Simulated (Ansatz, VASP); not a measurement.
**OsPd: VASP beside Ansatz**

The input POSCAR:

```
OsPd
1.0
    3.7897837100      0.0000000000      0.0000000000
    0.0000000000      3.7897837100      0.0000000000
    0.0000000000      0.0000000000      3.2653165100
Os Pd
2 2
Direct
    0.0000000000      0.0000000000      0.0000000000
    0.5000000000      0.5000000000      0.0000000000
    0.0000000000      0.5000000000      0.5000000000
    0.5000000000      0.0000000000      0.5000000000
```

Contents of INCAR.step1:

```
ALGO = Normal
EDIFF = 1E-4
ENCUT = 520
GGA = PE
ISMEAR = -1
ISPIN = 2
LASPH = True
LCHARG = False
LMAXMIX = 4
LREAL = False
LWAVE = True
MAGMOM = -2 2 4 -4
NBANDS = 30
NELM = 150
PREC = Accurate
SIGMA = 0.0184
```

INCAR.step2

```
ALGO = Normal
EDIFF = 1E-6
ENCUT = 520
ISIF = 2
ISMEAR = -1
ISPIN = 2
ISTART = 1
LASPH = True
LCHARG = False
LMAXMIX = 4
LMIXTAU = True
LORBIT = 11
LREAL = False
LWAVE = False
MAGMOM = -2 2 4 -4
METAGGA = R2SCAN
NBANDS = 30
NELM = 150
PREC = Accurate
SIGMA = 0.0184
```

Contents of KPOINTS:

```
k-points
0
Gamma
  5 5 6
```

Input for Ansatz:

```yaml
crystal:
  lattice:
    - [3.78978371, 0.0, 0.0]
    - [0.0, 3.78978371, 0.0]
    - [0.0, 0.0, 3.26531651]
  atoms:
    - { symbol: Os, position: [0.0, 0.0, 0.0], spin: -2.0 }
    - { symbol: Pd, position: [0.0, 0.5, 0.5], spin: 4.0 }
    - { symbol: Pd, position: [0.5, 0.0, 0.5], spin: -4.0 }
    - { symbol: Os, position: [0.5, 0.5, 0.0], spin: 2.0 }
  symmetry: { tolerance: 0.0003 }
kpoints:
  mp_grid: { grid: [5, 5, 6], shift: [0, 0, 0] }
magnetization:
  spin_polarized: true
scf:
  occupations: { method: fermi_dirac, width: 0.0184 }
hamiltonian:
  pseudopotentials: { kind: paw }
  xc: r2scan
basis:
  ecutwfc: 500
output:
  forces: true
  stress: true
  eigenvalues: true
  write_density: true
  write_potential: true
  elf: true
  volumetric_format: npy
```

Alike in both runs: task single point; functional r2SCAN; k mesh 5 × 5 × 6; occupations fermi-dirac, width 0.0184 eV; collinear spin.

```csv
,VASP,Ansatz
version,VASP 6.6.1,Ansatz 0.2.0
potentials or method,"VASP PAW PBE potentials, release 64 (Os, Pd), cutoff 520 eV",PAW plane waves
valence electrons in the cell,36,68
```

|  | VASP | Ansatz | Ansatz less VASP |
| --- | --- | --- | --- |
| gap on the k mesh at the Fermi level (eV) | none | none | - |
| net moment per atom (μB) | 0.00 | 0.00 | 0.000 |

VASP's potentials were made for PBE, not for r2SCAN. A gap of «none» marks a metal or a gap that the smearing closes. With one functional, cell and mesh, what is left measures potentials, basis and numerics. VASP's potentials hold 36 valence electrons a cell and Ansatz's 68, so a difference there can come from the potentials and not from the codes. Ansatz's warnings: seeded moment not kept.

Spin-orbit coupling is off throughout.
